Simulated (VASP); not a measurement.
Write the native input for VASP 6.6.1 that does the following.

```
Task                   : single point
Functional             : PBEsol
Potentials or basis    : VASP PAW PBE potentials, release 64 (Cd)
Cutoff                 : 520 eV
k mesh                 : 14 × 14 × 14
Occupations            : fermi-dirac, width 0.1 eV
Spin                   : no spin polarisation
Dipole correction      : no
Further INCAR settings : ALGO = Normal; EDIFF = 1e-06; NBANDS = 12
```

The structure of Cd lies in POSCAR:

```
Cd
1.0
    0.0000000000      2.1590458291      2.1590458291
    2.1590458291      0.0000000000      2.1590458291
    2.1590458291      2.1590458291      0.0000000000
Cd
1
Direct
    0.0000000000      0.0000000000      0.0000000000
```

This isn't the form of Cd at room conditions, which is hcp.

One way to write it, as run:

INCAR

```
SYSTEM = Cd
PREC     = Accurate       ! precision mode
ENCUT    = 520            ! plane-wave cutoff, eV
EDIFF    = 1E-6           ! SCF threshold, eV
ISMEAR   = -1             ! smearing method
SIGMA    = 0.1            ! smearing width, eV
LREAL    = .False.        ! projectors in reciprocal space
LASPH    = .True.         ! aspherical terms in the spheres
NELM     = 80             ! most SCF steps
ALGO     = Normal         ! electronic algorithm
ISIF     = 2              ! what is computed and relaxed
LWAVE    = .False.        ! write WAVECAR
LCHARG   = .True.         ! write CHGCAR
GGA      = PS             ! functional
LELF     = .True.         ! ELF
LVHAR    = .True.       
NBANDS   = 12             ! bands
```

KPOINTS

```
regular mesh
0
Gamma
  14 14 14
  0 0 0
```

Potentials or basis: VASP PAW PBE potentials, release 64 (Cd).

Launch:

```sh
$ cat potpaw_PBE.64/Cd/POTCAR > POTCAR
$ mpirun -np 1 vasp_std > vasp.out
```

Results of the run:

| Property | Result |
| --- | --- |
| Pressure | 3.1 GPa |
| Band gap on the k mesh | zero (bands 6 and 7 overlap by 2.57 eV) |

Caveat: the cell stands under pressure; the PAW data sets were made with another functional, which shifts forces and pressure a little.

Wall time 42 s on 1 thread of Intel Xeon 8259CL, with other jobs on the host, peak memory 0.15 GiB.
